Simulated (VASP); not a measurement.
# LiAl5B (R-3m) in VASP: further runs

LiAl5B is run at these levels: PBE; tasks: single point.

All numbers are computed with VASP 6.6.1; they aren't measurements. Logs are shortened: lines on timing, memory, paths and dates and some standing lists are left out, and cuts for length are marked.

## (1) The cell of the first run

The structure is trigonal, space group R-3m (No. 166). Conventional cell: a = 5.202 Å, b = 5.202 Å, c = 13.787 Å, α = 90.00°, β = 90.00°, γ = 120.00°. Within 3.6 Å of Li (site symmetry -3m) lie 12 Al at 2.74 to 3.01 Å. Al (site symmetry 3m) has 1 B at 2.11 Å and 6 Al at 2.90 to 3.03 Å and 3 Li at 3.01 Å within 3.1 Å. Within 3.4 Å of Al (site symmetry 2/m) lie 10 Al at 2.60 to 3.35 Å and 2 B at 2.60 Å and 2 Li at 2.74 Å. B (site symmetry -3m) has 8 Al at 2.11 to 2.60 Å within 2.8 Å.

The cell was built from a structure type or drawn by symmetry, and may not be a known phase.

## (2) Single point, PBE

INCAR reads:

```
ALGO = Normal
EDIFF = 1E-6
ENCUT = 750
GGA = PE
GGA_COMPAT = F
ISIF = 2
ISMEAR = 0
LASPH = T
LCHARG = F
LREAL = F
LWAVE = F
NBANDS = 20
NELM = 120
PREC = Accurate
SIGMA = 0.1
```

KPOINTS reads:

```
k-points
0
Gamma
  6 6 6
```

POSCAR reads:

```
LiAl5B
1.0
    2.6008239954      1.5015864338      4.5955580375
   -2.6008239954      1.5015864338      4.5955580375
    0.0000000000     -3.0031728677      4.5955580375
Li Al B
1 5 1
Direct
    0.5000000000      0.5000000000      0.5000000000
    0.8468310620      0.8468310620      0.8468310620
    0.1531689380      0.1531689380      0.1531689380
    0.5000000000      0.5000000000      0.0000000000
    0.0000000000      0.5000000000      0.5000000000
    0.5000000000      0.0000000000      0.5000000000
    0.0000000000      0.0000000000      0.0000000000
```

Potentials or basis: VASP PAW PBE potentials, release 64 (Li_sv, Al, B).

Launch:

```bash
$ cat potpaw_PBE.64/Li_sv/POTCAR potpaw_PBE.64/Al/POTCAR potpaw_PBE.64/B/POTCAR > POTCAR
$ mpirun -np 1 vasp_std > vasp.out
```

OUTCAR:

```text
EDIFF = 1E-6
   ENCUT = 750
   GGA = PE
   ISIF = 2
   ISMEAR = 0
   LASPH = T
   LREAL = F
   NELM = 120
   PREC = Accurate

 ion  position               nearest neighbor table
   1  0.500  0.500  0.500-   5 2.74   6 2.74   6 2.74   5 2.74   4 2.74   4 2.74
   2  0.847  0.847  0.847-   7 2.11   4 2.90   6 2.90   5 2.90   3 3.03   3 3.03   3 3.03   5 3.35
                             6 3.35   6 3.35   5 3.35   4 3.35   4 3.35
   3  0.153  0.153  0.153-   7 2.11   4 2.90   6 2.90   5 2.90   2 3.03   2 3.03   2 3.03   5 3.35
                             6 3.35   5 3.35   6 3.35   4 3.35   4 3.35
   4  0.500  0.500  0.000-   5 2.60   6 2.60   6 2.60   5 2.60   7 2.60   7 2.60   1 2.74   1 2.74
                             3 2.90   2 2.90   3 3.35   2 3.35   2 3.35   3 3.35
   5  0.000  0.500  0.500-   4 2.60   7 2.60   7 2.60   4 2.60   6 2.60   6 2.60   1 2.74   1 2.74
                             3 2.90   2 2.90   2 3.35   3 3.35   3 3.35   2 3.35
   6  0.500  0.000  0.500-   4 2.60   7 2.60   4 2.60   7 2.60   5 2.60   5 2.60   1 2.74   1 2.74
                             3 2.90   2 2.90   3 3.35   2 3.35   3 3.35   2 3.35
   7  0.000  0.000  0.000-   2 2.11   3 2.11   5 2.60   6 2.60   5 2.60   6 2.60   4 2.60   4 2.60

  LATTYP: Found a trigonal (rhomboedric) cell.
 ALAT       =     5.4898270418
 COS(alpha) =     0.5511155118

  Lattice vectors:

 A1 = (   2.6008239954,   1.5015864338,   4.5955580375)
 A2 = (  -2.6008239954,   1.5015864338,   4.5955580375)
 A3 = (   0.0000000000,  -3.0031728677,   4.5955580375)

Analysis of symmetry for initial positions (statically):
=====================================================================
 Subroutine PRICEL returns:
 Original cell was already a primitive cell.

 Routine SETGRP: Setting up the symmetry group for a
 trigonal (rhombohedral) supercell.

 Subroutine GETGRP returns: Found 12 space group operations
 (whereof 12 operations were pure point group operations)
 out of a pool of 12 trial point group operations.

The static configuration has the point symmetry D_3d.

Analysis of symmetry for dynamics (positions and initial velocities):
=====================================================================
 Subroutine PRICEL returns:
 Original cell was already a primitive cell.

 Routine SETGRP: Setting up the symmetry group for a
 trigonal (rhombohedral) supercell.

 Subroutine GETGRP returns: Found 12 space group operations
 (whereof 12 operations were pure point group operations)
 out of a pool of 12 trial point group operations.

The dynamic configuration has the point symmetry D_3d.

 Subroutine INISYM returns: Found 12 space group operations
[... 115 lines left out ...]
   POTIM  = 0.5000    time-step for ionic-motion
   TEBEG  =    0.0;   TEEND  =   0.0 temperature during run
   PSTRESS=    0.0 pullay stress
   NELECT =      21.0000    total number of electrons
   NUPDOWN=      -1.0000    fix difference up-down
   EMIN   =  10.00;   EMAX   =-10.00  energy-range for DOS
   EFERMI =   0.00;   METHOD = LEGACY
   ISMEAR =     0;   SIGMA  =   0.10  broadening in eV -4-tet -1-fermi 0-gaus
   EFERMI_NEDOS =   21; number of points for ismear=-14 and -15
   IALGO  =     38    algorithm
   IMIX   =      4    mixing-type and parameters
     AMIX     =   0.40;   BMIX     =  1.00
     AMIX_MAG =   1.60;   BMIX_MAG =  1.00
  volume/ion in A,a.u.               =      15.38       103.81
  Fermi-wavevector in a.u.,A,eV,Ry     =   0.949360  1.794031 12.262723  0.901285
  Thomas-Fermi vector in A             =   2.077636
   LORBIT       =      0    0 simple, 1 ext, 2 COOP (PROOUT), +10 PAW based schemes
   GGA     = PE    functional components
   LHFCALC =     F    Hartree Fock is set to
   AEXX    =    0.0000 exact exchange contribution
   IVDW    =     0    specifies the selected vdW correction
   LEPSILON=     F    determine dielectric tensor
   LRPA    =     F    only Hartree local field effects (RPA)
 non-spin polarized calculation
 Gauss-broadening in eV      SIGMA  =   0.10
  energy-cutoff  :      750.00
  volume of cell :      107.68
 maximum number of plane-waves:      5044
 NGX is ok and might be reduce to    50
   NGX = 25   NGY = 25   NGZ = 25

 number of electron      20.9999999 magnetization

 Free energy of the ion-electron system (eV)
  ---------------------------------------------------
  ext. energy  EPLUGINS =         0.00000000
  ---------------------------------------------------
  free energy    TOTEN  =       -25.72874633 eV

  energy without entropy =      -25.71639002  energy(sigma->0) =      -25.72256817

 E-fermi :   6.5643     XC(G=0):  -9.8947

 val. band max:        6.5590971595   @ k =   0.5000   0.3333   0.1667
 cond. band min:       6.6277889715   @ k =   0.3333   0.0000  -0.0000
 fundamental gap:      0.0686918120
 Fermi energy:         6.5643475093

 k-point     1 :       0.0000    0.0000    0.0000
  band No.  band energies     occupation
      1     -39.3258      2.00000
      2      -4.2526      2.00000
      3       2.0225      2.00000
      4       2.1897      2.00000
      5       2.4758      2.00000
      6       2.9071      2.00000
[... 541 lines left out ...]
     19      11.7874      0.00000
     20      11.9625      0.00000

 [... further k-points ...]

------------------------ aborting loop because EDIFF is reached ----------------------------------------

  FORCE on cell =-STRESS in cart. coord.  units (eV):
  Direction    XX          YY          ZZ          XY          YZ          ZX
  --------------------------------------------------------------------------------------
  -------------------------------------------------------------------------------------
  Total       -0.0716332     -0.0716332      0.1856570      0.0000000     -0.0000000     -0.0000000
  in kB       -1.0657961     -1.0657961      2.7623011      0.0000000     -0.0000000     -0.0000000
  external PRESSURE =       0.2102363 kB  Pullay stress =       0.0000000 kB

 VOLUME and BASIS-vectors are now :
 -----------------------------------------------------------------------------
  energy-cutoff  :      750.00
  volume of cell :      107.68
      direct lattice vectors                 reciprocal lattice vectors
     2.600823995  1.501586434  4.595558038     0.192246765  0.110993722  0.072533810
    -2.600823995  1.501586434  4.595558038    -0.192246765  0.110993722  0.072533810
     0.000000000 -3.003172868  4.595558038     0.000000000 -0.221987443  0.072533810

 POSITION                                       TOTAL-FORCE (eV/Angst)
 -----------------------------------------------------------------------------------
      0.00000     -0.00000      6.89334        -0.000000     -0.000000      0.000000
      0.00000     -0.00000     11.67498        -0.000000     -0.000000      0.001238
      0.00000     -0.00000      2.11169        -0.000000      0.000000     -0.001238
      0.00000      1.50159      4.59556         0.000000     -0.000000     -0.000000
     -1.30041     -0.75079      4.59556        -0.000000     -0.000000     -0.000000
      1.30041     -0.75079      4.59556         0.000000     -0.000000      0.000000
      0.00000      0.00000      0.00000        -0.000000     -0.000000     -0.000000
 -----------------------------------------------------------------------------------
    total drift:                                0.000000      0.000000     -0.000000

  FREE ENERGIE OF THE ION-ELECTRON SYSTEM (eV)
  ---------------------------------------------------
  free  energy   TOTEN  =       -25.7287463321 eV

  energy  without entropy=      -25.7163900172  energy(sigma->0) =      -25.72256817
```

stdout:

```text
POSCAR found type information on POSCAR LiAlB
 POSCAR found :  3 types and       7 ions
 scaLAPACK will be used
 LDA part: xc-table for (Slater+PW92), standard interpolation
 POSCAR, INCAR and KPOINTS ok, starting setup
 FFT: planning ... GRIDC
 FFT: planning ... GRID_SOFT
 FFT: planning ... GRID
 WAVECAR not read
 entering main loop
```

It took 87 s on 1 thread of Intel Xeon 6975P-C (Granite Rapids), shared host; peak memory 0.38 GiB.

Results:

```yaml
Free_energy: -25.7287 eV
Pressure: 0.0 GPa
Band_gap_on_the_k_mesh: zero (an odd number of electrons rules out a gap without spin polarisation)
```

## (3) Single point, PBE

This run uses another cell than the first one, of 16.91 Å³/atom.

INCAR reads:

```
PREC = Accurate ; ENCUT = 750
EDIFF = 1E-6 ; ISMEAR = 0
SIGMA = 0.1 ; LREAL = False
LASPH = True ; NELM = 120
ALGO = Normal ; ISIF = 2
LWAVE = False ; LCHARG = False
GGA = PE ; NBANDS = 20
GGA_COMPAT = False
```

KPOINTS reads:

```
regular mesh
0
Gamma
  6 6 6
```

POSCAR reads:

```
LiAl5B
1.0
    3.1731566900      1.8320228700      3.3942552300
   -3.1731566900      1.8320228700      3.3942552300
    0.0000000000     -3.6640457400      3.3942552300
Li Al B
1 5 1
Direct
    0.5000000000      0.5000000000      0.5000000000
    0.8482624600      0.8482624600      0.8482624600
    0.1517375400      0.1517375400      0.1517375400
    0.5000000000      0.5000000000      0.0000000000
    0.0000000000      0.5000000000      0.5000000000
    0.5000000000      0.0000000000      0.5000000000
    0.0000000000      0.0000000000      0.0000000000
```

Potentials or basis: VASP PAW PBE potentials, release 64 (Li_sv, Al, B).

Launch:

```bash
$ cat potpaw_PBE.64/Li_sv/POTCAR potpaw_PBE.64/Al/POTCAR potpaw_PBE.64/B/POTCAR > POTCAR
$ mpirun -np 1 vasp_std > vasp.out
```

OUTCAR:

```text
PREC = Accurate
   ENCUT = 750
   EDIFF = 1E-6
   ISMEAR = 0
   LREAL = False
   LASPH = True
   NELM = 120
   ISIF = 2
   GGA = PE

 ion  position               nearest neighbor table
   1  0.500  0.500  0.500-   5 2.50   6 2.50   6 2.50   5 2.50   4 2.50   4 2.50
   2  0.848  0.848  0.848-   7 1.55   6 2.60   5 2.60   4 2.60   3 3.09
   3  0.152  0.152  0.152-   7 1.55   6 2.60   5 2.60   4 2.60   2 3.09
   4  0.500  0.500  0.000-   1 2.50   1 2.50   3 2.60   2 2.60   5 3.17   6 3.17   6 3.17   5 3.17

   5  0.000  0.500  0.500-   1 2.50   1 2.50   3 2.60   2 2.60   6 3.17   6 3.17   4 3.17   4 3.17

   6  0.500  0.000  0.500-   1 2.50   1 2.50   3 2.60   2 2.60   5 3.17   5 3.17   4 3.17   4 3.17

   7  0.000  0.000  0.000-   2 1.55   3 1.55

  LATTYP: Found a trigonal (rhomboedric) cell.
 ALAT       =     4.9946170766
 COS(alpha) =     0.1927489170

  Lattice vectors:

 A1 = (   3.1731566900,   1.8320228700,   3.3942552300)
 A2 = (  -3.1731566900,   1.8320228700,   3.3942552300)
 A3 = (   0.0000000000,  -3.6640457400,   3.3942552300)

Analysis of symmetry for initial positions (statically):
[... 189 lines left out ...]
 Fermi energy:         5.3612399791

 k-point     1 :       0.0000    0.0000    0.0000
  band No.  band energies     occupation
      1     -40.6315      2.00000
      2      -4.4167      2.00000
      3      -0.0688      2.00000
      4       0.2081      2.00000
      5       2.1223      2.00000
      6       2.1223      2.00000
[... 541 lines left out ...]
     19      10.3390      0.00000
     20      10.4981      0.00000

 [... further k-points ...]

------------------------ aborting loop because EDIFF is reached ----------------------------------------

  FORCE on cell =-STRESS in cart. coord.  units (eV):
  Direction    XX          YY          ZZ          XY          YZ          ZX
  --------------------------------------------------------------------------------------
  -------------------------------------------------------------------------------------
  Total       -1.2809692     -1.2809692     56.8251849      0.0000000      0.0000000     -0.0000000
  in kB      -17.3352897    -17.3352897    769.0122974      0.0000000      0.0000000     -0.0000000
  external PRESSURE =     244.7805727 kB  Pullay stress =       0.0000000 kB

 VOLUME and BASIS-vectors are now :
 -----------------------------------------------------------------------------
  energy-cutoff  :      750.00
  volume of cell :      118.39
      direct lattice vectors                 reciprocal lattice vectors
     3.173156690  1.832022870  3.394255230     0.157571796  0.090974119  0.098205147
    -3.173156690  1.832022870  3.394255230    -0.157571796  0.090974119  0.098205147
     0.000000000 -3.664045740  3.394255230     0.000000000 -0.181948238  0.098205147

 POSITION                                       TOTAL-FORCE (eV/Angst)
 -----------------------------------------------------------------------------------
      0.00000      0.00000      5.09138        -0.000000      0.000000     -0.000000
      0.00000      0.00000      8.63766        -0.000000      0.000000    -14.747767
      0.00000      0.00000      1.54511        -0.000000     -0.000000     14.747767
      0.00000      1.83202      3.39426        -0.000000      0.000000     -0.000000
     -1.58658     -0.91601      3.39426         0.000000      0.000000     -0.000000
      1.58658     -0.91601      3.39426        -0.000000      0.000000     -0.000000
      0.00000      0.00000      0.00000        -0.000000      0.000000     -0.000000
 -----------------------------------------------------------------------------------
    total drift:                                0.000000      0.000000     -0.000000

  FREE ENERGIE OF THE ION-ELECTRON SYSTEM (eV)
  ---------------------------------------------------
  free  energy   TOTEN  =       -16.5060015510 eV

  energy  without entropy=      -16.4891026898  energy(sigma->0) =      -16.49755212
```

Run time: 72 s. Hardware: 1 thread of Intel Xeon 6975P-C (Granite Rapids), shared host; peak memory 0.36 GiB.

Results:

* Free energy: -16.5060 eV
* Pressure: 24.5 GPa
* Largest force: 14.748 eV/Å
* Band gap on the k mesh: zero (an odd number of electrons rules out a gap without spin polarisation)

Forces on the atoms (eV/Å):
```
Li    0.000   0.000   0.000
Al    0.000   0.000 -14.748
Al    0.000   0.000  14.748
Al    0.000   0.000   0.000
Al    0.000   0.000   0.000
Al    0.000   0.000   0.000
B     0.000   0.000   0.000
```

Levels at points of the mesh, in eV from the Fermi level:
```
           k point  band 8  band 9  band 10  band 11  band 12  band 13
(0.00, 0.00, 0.00)   -3.03   -2.23     0.21     0.21     0.82     0.91
(0.50, 0.00, 0.00)   -1.95   -1.73    -1.41    -0.31    -0.04     0.01
(0.50, 0.50, 0.00)   -1.23   -0.29    -0.14     0.24     0.37     0.55
(0.50, 0.50, 0.50)   -3.97   -3.47    -0.53     1.89     2.30     2.30
```

Caveat: the cell stands under pressure; forces of over 1 eV/Å act on the atoms, so gaps and moduli don't describe the material at rest.
